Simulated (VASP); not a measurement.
A run of VASP 6.6.1:

File POSCAR:

```
CuF
1.0
    2.4710065500      0.0000000000      0.0000000000
    0.0000000000      2.4710065500      0.0000000000
    0.0000000000      0.0000000000      3.4165013900
Cu F
1 1
Direct
    0.0000000000      0.0000000000      0.0000000000
    0.5000000000      0.5000000000      0.5000000000
```

File INCAR.step1:

```
SYSTEM = CuF
  PREC = Accurate
  ENCUT = 520
  EDIFF = 1E-5
  ISMEAR = -1
  SIGMA = 0.05
  LREAL = .FALSE.
  LASPH = .TRUE.
  NELM = 80
  ALGO = Normal
  ISIF = 2
  LWAVE = .TRUE.
  LCHARG = .FALSE.
  GGA = PE
  NBANDS = 16
```

The input INCAR.step2:

```
SYSTEM = CuF
  PREC = Accurate
  ENCUT = 520
  EDIFF = 1E-7
  ISMEAR = -1
  SIGMA = 0.05
  LREAL = .FALSE.
  LASPH = .TRUE.
  NELM = 80
  ALGO = Normal
  ISIF = 2
  LWAVE = .FALSE.
  LCHARG = .FALSE.
  GGA = PE
  LHFCALC = .TRUE.
  AEXX = 0.4
  HFSCREEN = 0.2
  PRECFOCK = Normal
  ISTART = 1
  NBANDS = 16
```

Contents of KPOINTS:

```
Automatic mesh
0
G
  6 6 4
  0 0 0
```

Potentials or basis: VASP PAW PBE potentials, release 64 (Cu, F).

The run is started by

```bash
$ cat potpaw_PBE.64/Cu/POTCAR potpaw_PBE.64/F/POTCAR > POTCAR
$ cp INCAR.step1 INCAR
$ mpirun -np 1 vasp_std > vasp.out
$ cp INCAR.step2 INCAR
$ mpirun -np 1 vasp_std > vasp.out
```

Hardware: 1 thread of Intel(R) Xeon(R) Platinum 8488C (Sapphire Rapids), on a shared host.

Question: How long does it take, and how much memory?

Answer: It took 17 min on 1 thread of Intel(R) Xeon(R) Platinum 8488C (Sapphire Rapids), on a shared host, peak memory 0.23 GiB. Counts: k points 30.
